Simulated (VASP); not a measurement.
# EuZn3 (Pm-3m) in VASP: single point with PBEsol

Aim: the single point of EuZn3 with PBEsol.

All numbers are computed with VASP 6.6.1; they aren't measurements. Logs are shortened: lines on timing, memory, paths and dates and some standing lists are left out, and cuts for length are marked.

**1. The cell of the first run**

Symmetry: Pm-3m, No. 221, cubic system. Conventional cell: a = 4.357 Å, b = 4.357 Å, c = 4.357 Å, α = 90.00°, β = 90.00°, γ = 90.00°. Eu (site symmetry m-3m) has 12 Zn at 3.08 Å within 4.1 Å. Within 4.1 Å of Zn (site symmetry 4/mmm) lie 4 Eu at 3.08 Å and 8 Zn at 3.08 Å.

**2. Single point, PBEsol, collinear spin, ferromagnetic start (20.68 Å³/atom)**

Input file INCAR:

```
SYSTEM = EuZn3
  PREC = Accurate
  ENCUT = 520
  EDIFF = 1E-6
  ISMEAR = 0
  SIGMA = 0.05
  LREAL = .False.
  LASPH = .True.
  NELM = 150
  ALGO = Normal
  ISIF = 2
  LWAVE = .False.
  LCHARG = .True.
  ISPIN = 2
  MAGMOM = 7.42 0 0 0
  LORBIT = 11
  LMAXMIX = 6
  GGA = PS
  LELF = .True.
  LVHAR = .True.
  NBANDS = 38
```

Input file KPOINTS:

```
Automatic mesh
0
Gamma
  8 8 8
  0 0 0
```

Input file POSCAR:

```
EuZn3
1.0
    4.3573801842      0.0000000000      0.0000000000
    0.0000000000      4.3573801842      0.0000000000
    0.0000000000      0.0000000000      4.3573801842
Eu Zn
1 3
Direct
    0.0000000000      0.0000000000      0.0000000000
    0.0000000000      0.5000000000      0.5000000000
    0.5000000000      0.5000000000      0.0000000000
    0.5000000000      0.0000000000      0.5000000000
```

Potentials or basis: VASP PAW PBE potentials, release 64 (Eu, Zn).

Command:

```console
$ cat potpaw_PBE.64/Eu/POTCAR potpaw_PBE.64/Zn/POTCAR > POTCAR
$ mpirun -np 1 vasp_std > vasp.out
```

OUTCAR:

```text
SYSTEM = EuZn3
   PREC = Accurate
   ENCUT = 520
   EDIFF = 1E-6
   ISMEAR = 0
   LREAL = .False.
   LASPH = .True.
   NELM = 150
   ISIF = 2
   ISPIN = 2
   LORBIT = 11
   GGA = PS

 ion  position               nearest neighbor table
   1  0.000  0.000  0.000-   2 3.08   3 3.08   4 3.08   2 3.08   4 3.08   2 3.08   3 3.08   2 3.08
                             3 3.08   4 3.08   4 3.08   3 3.08
   2  0.000  0.500  0.500-   1 3.08   1 3.08   1 3.08   1 3.08
   3  0.500  0.500  0.000-   1 3.08   1 3.08   1 3.08   1 3.08
   4  0.500  0.000  0.500-   1 3.08   1 3.08   1 3.08   1 3.08

  LATTYP: Found a simple cubic cell.
 ALAT       =     4.3573801842

  Lattice vectors:

 A1 = (   4.3573801842,   0.0000000000,   0.0000000000)
 A2 = (   0.0000000000,   4.3573801842,   0.0000000000)
 A3 = (   0.0000000000,   0.0000000000,   4.3573801842)

Analysis of symmetry for initial positions (statically):
=====================================================================
 Subroutine PRICEL returns:
 Original cell was already a primitive cell.

 Routine SETGRP: Setting up the symmetry group for a
 simple cubic supercell.

 Subroutine GETGRP returns: Found 48 space group operations
 (whereof 48 operations were pure point group operations)
 out of a pool of 48 trial point group operations.

The static configuration has the point symmetry O_h .

Analysis of symmetry for dynamics (positions and initial velocities):
=====================================================================
 Subroutine PRICEL returns:
 Original cell was already a primitive cell.

 Routine SETGRP: Setting up the symmetry group for a
 simple cubic supercell.

 Subroutine GETGRP returns: Found 48 space group operations
 (whereof 48 operations were pure point group operations)
 out of a pool of 48 trial point group operations.

The dynamic configuration has the point symmetry O_h .

Analysis of structural, dynamic, and magnetic symmetry:
=====================================================================
 Subroutine PRICEL returns:
 Original cell was already a primitive cell.

 Routine SETGRP: Setting up the symmetry group for a
 simple cubic supercell.

 Subroutine GETGRP returns: Found 48 space group operations
 (whereof 48 operations were pure point group operations)
 out of a pool of 48 trial point group operations.

The overall configuration has the point symmetry O_h .

 Subroutine INISYM returns: Found 48 space group operations
 (whereof 48 operations are pure point group operations),
 and found     1 'primitive' translations

----------------------------------------------------------------------------------------

                                     Primitive cell

  volume of cell :      82.7325

  direct lattice vectors                    reciprocal lattice vectors
     4.357380184  0.000000000  0.000000000     0.229495696  0.000000000  0.000000000
     0.000000000  4.357380184  0.000000000     0.000000000  0.229495696  0.000000000
     0.000000000  0.000000000  4.357380184     0.000000000  0.000000000  0.229495696

  length of vectors
     4.357380184  4.357380184  4.357380184     0.229495696  0.229495696  0.229495696

  position of ions in fractional coordinates (direct lattice)
     0.000000000  0.000000000  0.000000000
     0.000000000  0.500000000  0.500000000
     0.500000000  0.500000000  0.000000000
     0.500000000  0.000000000  0.500000000

  ion indices of the primitive-cell ions
   primitive index   ion index
                 1           1
                 2           2
                 3           3
                 4           4

----------------------------------------------------------------------------------------

 KPOINTS: Automatic mesh

Automatic generation of k-mesh.
 Grid dimensions read from file:
 generate k-points for:    8    8    8

 Generating k-lattice:

  Cartesian coordinates                     Fractional coordinates (reciprocal lattice)
     0.028686962  0.000000000  0.000000000     0.125000000  0.000000000  0.000000000
     0.000000000  0.028686962  0.000000000     0.000000000  0.125000000  0.000000000
     0.000000000  0.000000000  0.028686962     0.000000000  0.000000000  0.125000000

  Length of vectors
     0.028686962  0.028686962  0.028686962

  Shift w.r.t. Gamma in fractional coordinates (k-lattice)
     0.000000000  0.000000000  0.000000000

 Subroutine IBZKPT returns following result:
 ===========================================

 Found     35 irreducible k-points:

 Following reciprocal coordinates:
            Coordinates               Weight
  0.000000  0.000000  0.000000      1.000000
  0.125000  0.000000  0.000000      6.000000
  0.250000  0.000000  0.000000      6.000000
  0.375000  0.000000  0.000000      6.000000
  0.500000  0.000000  0.000000      3.000000
  0.125000  0.125000  0.000000     12.000000
[... 16 lines left out ...]
  0.375000  0.375000  0.125000     24.000000
  0.500000  0.375000  0.125000     24.000000
 [... further k-points ...]
   k-points           NKPTS =     35   k-points in BZ     NKDIM =     35   number of bands    NBANDS=     38
   number of dos      NEDOS =    301   number of ions     NIONS =      4
   total plane-waves  NPLWV =  32768
   dimension x,y,z NGX =    32 NGY =   32 NGZ =   32
   dimension x,y,z NGXF=    64 NGYF=   64 NGZF=   64
   ions per type =               1   3
   NGX,Y,Z   is equivalent  to a cutoff of  12.21, 12.21, 12.21 a.u.
   NGXF,Y,Z  is equivalent  to a cutoff of  24.42, 24.42, 24.42 a.u.
 SYSTEM =  EuZn3
   PREC   = accura    normal or accurate (medium, high low for compatibility)
   ISTART =      0    job   : 0-new  1-cont  2-samecut
   ICHARG =      2    charge: 1-file 2-atom 10-const
   ISPIN  =      2    spin polarized calculation?
   LNONCOLLINEAR =      F non collinear calculations
   LSORBIT =      F    spin-orbit coupling
   LASPH  =      T    aspherical Exc in radial PAW
   ENCUT  =  520.0 eV  38.22 Ry    6.18 a.u.   8.10  8.10  8.10*2*pi/ulx,y,z
   NELM   =    150;   NELMIN=  2; NELMDL= -5     # of ELM steps
   EDIFF  = 0.1E-05   stopping-criterion for ELM
   LREAL  =      F    real-space projection
   EDIFFG = 0.1E-04   stopping-criterion for IOM
   NSW    =      0    number of steps for IOM
   IBRION =     -1    ionic relax: 0-MD 1-quasi-New 2-CG
   NFREE  =      0    steps in history (QN), initial steepest desc. (CG)
   ISIF   =      2    stress and relaxation
   ISYM   =      2    0-nonsym 1-usesym 2-fastsym
   POTIM  = 0.5000    time-step for ionic-motion
   TEBEG  =    0.0;   TEEND  =   0.0 temperature during run
   PSTRESS=    0.0 pullay stress
   NELECT =      53.0000    total number of electrons
   NUPDOWN=      -1.0000    fix difference up-down
   EMIN   =  10.00;   EMAX   =-10.00  energy-range for DOS
   EFERMI =   0.00;   METHOD = LEGACY
   ISMEAR =     0;   SIGMA  =   0.05  broadening in eV -4-tet -1-fermi 0-gaus
   EFERMI_NEDOS =   21; number of points for ismear=-14 and -15
   IALGO  =     38    algorithm
   IMIX   =      4    mixing-type and parameters
     AMIX     =   0.40;   BMIX     =  1.00
     AMIX_MAG =   1.60;   BMIX_MAG =  1.00
  volume/ion in A,a.u.               =      20.68       139.58
  Fermi-wavevector in a.u.,A,eV,Ry     =   1.411263  2.666901 27.098229  1.991664
  Thomas-Fermi vector in A             =   2.533132
   LORBIT       =     11    0 simple, 1 ext, 2 COOP (PROOUT), +10 PAW based schemes
   GGA     = PS    functional components
   LHFCALC =     F    Hartree Fock is set to
   AEXX    =    0.0000 exact exchange contribution
   IVDW    =     0    specifies the selected vdW correction
   LEPSILON=     F    determine dielectric tensor
   LRPA    =     F    only Hartree local field effects (RPA)
 spin polarized calculation
 Gauss-broadening in eV      SIGMA  =   0.05
  energy-cutoff  :      520.00
  volume of cell :       82.73
 maximum number of plane-waves:      2272
   NGX = 17   NGY = 17   NGZ = 17

 number of electron      52.9999984 magnetization       7.4797939

 Free energy of the ion-electron system (eV)
  ---------------------------------------------------
  ext. energy  EPLUGINS =         0.00000000
  ---------------------------------------------------
  free energy    TOTEN  =       -16.73038214 eV

  energy without entropy =      -16.72410996  energy(sigma->0) =      -16.72724605

 E-fermi :   2.1813     XC(G=0): -10.7677

 val. band max:        2.1601694053   @ k =   0.5000   0.5000   0.3750
 cond. band min:       2.1899704973   @ k =   0.5000   0.2500   0.1250
 fundamental gap:      0.0298010919
 Fermi energy:         2.1813027442

 spin component 1

 k-point     1 :       0.0000    0.0000    0.0000
  band No.  band energies     occupation
      1     -38.8996      1.00000
      2     -17.6499      1.00000
      3     -17.6499      1.00000
      4     -17.6499      1.00000
      5      -5.6649      1.00000
      6      -5.0687      1.00000
[... 30 lines left out ...]
     37       8.0501      0.00000
     38       8.0501      0.00000
[... 941 lines left out ...]
     37       7.9009      0.00000
     38       8.3099      0.00000

 [... further k-points ...]

 spin component 2

 k-point     1 :       0.0000    0.0000    0.0000
  band No.  band energies     occupation
      1     -35.8544      1.00000
      2     -15.4024      1.00000
      3     -15.4024      1.00000
      4     -15.4024      1.00000
      5      -5.3951      1.00000
      6      -5.0208      1.00000
[... 30 lines left out ...]
     37       8.7385      0.00000
     38       8.7385      0.00000
[... 941 lines left out ...]
     37       8.4815      0.00000
     38       9.2340      0.00000

 [... further k-points ...]

------------------------ aborting loop because EDIFF is reached ----------------------------------------

  FORCE on cell =-STRESS in cart. coord.  units (eV):
  Direction    XX          YY          ZZ          XY          YZ          ZX
  --------------------------------------------------------------------------------------
  -------------------------------------------------------------------------------------
  Total       -0.9230951     -0.9230951     -0.9230951      0.0000000      0.0000000     -0.0000000
  in kB      -17.8764242    -17.8764242    -17.8764242      0.0000000      0.0000000     -0.0000000
  external PRESSURE =     -17.8764242 kB  Pullay stress =       0.0000000 kB

 VOLUME and BASIS-vectors are now :
 -----------------------------------------------------------------------------
  energy-cutoff  :      520.00
  volume of cell :       82.73
      direct lattice vectors                 reciprocal lattice vectors
     4.357380184  0.000000000  0.000000000     0.229495696  0.000000000  0.000000000
     0.000000000  4.357380184  0.000000000     0.000000000  0.229495696  0.000000000
     0.000000000  0.000000000  4.357380184     0.000000000  0.000000000  0.229495696

 POSITION                                       TOTAL-FORCE (eV/Angst)
 -----------------------------------------------------------------------------------
      0.00000      0.00000      0.00000         0.000000      0.000000      0.000000
      0.00000      2.17869      2.17869         0.000000      0.000000      0.000000
      2.17869      2.17869      0.00000         0.000000      0.000000      0.000000
      2.17869      0.00000      2.17869         0.000000      0.000000      0.000000
 -----------------------------------------------------------------------------------
    total drift:                                0.000000     -0.000000     -0.000000

  FREE ENERGIE OF THE ION-ELECTRON SYSTEM (eV)
  ---------------------------------------------------
  free  energy   TOTEN  =       -16.7303821352 eV

  energy  without entropy=      -16.7241099551  energy(sigma->0) =      -16.72724605

 total charge

# of ion       s       p       d       f       tot
--------------------------------------------------
    1        2.050   5.708   0.470   6.514  14.741
    2        0.693   0.300   9.710   0.000  10.704
    3        0.693   0.300   9.710   0.000  10.704
    4        0.693   0.300   9.710   0.000  10.704
--------------------------------------------------
tot          4.130   6.609  29.601   6.514  46.854

 magnetization (x)

# of ion       s       p       d       f       tot
--------------------------------------------------
    1       -0.006  -0.073   0.172   6.490   6.583
    2       -0.013   0.054   0.005   0.000   0.046
    3       -0.013   0.054   0.005   0.000   0.046
    4       -0.013   0.054   0.005   0.000   0.046
--------------------------------------------------
tot         -0.046   0.089   0.188   6.490   6.721
```

Run time: 7.4 min. Hardware: 1 thread of Intel Xeon 8259CL, shared host; peak memory 0.33 GiB.

Results:

```yaml
Free_energy: -16.7304 eV
Pressure: -1.8 GPa
Net_moment: 7.48 μB per cell
Site_moments: Eu +6.58; Zn +0.05 μB
Valence_electrons_inside_the_program's_atomic_spheres: Eu 14.74; Zn 10.70
```

Caveat: the PAW data sets were made with another functional, which shifts forces and pressure a little; spin-orbit coupling is left out, which moves the levels of the heavy elements; semilocal functionals describe open f shells poorly, which spoils levels, moments and volumes. The state reached can hang on the start; a lower one may exist.
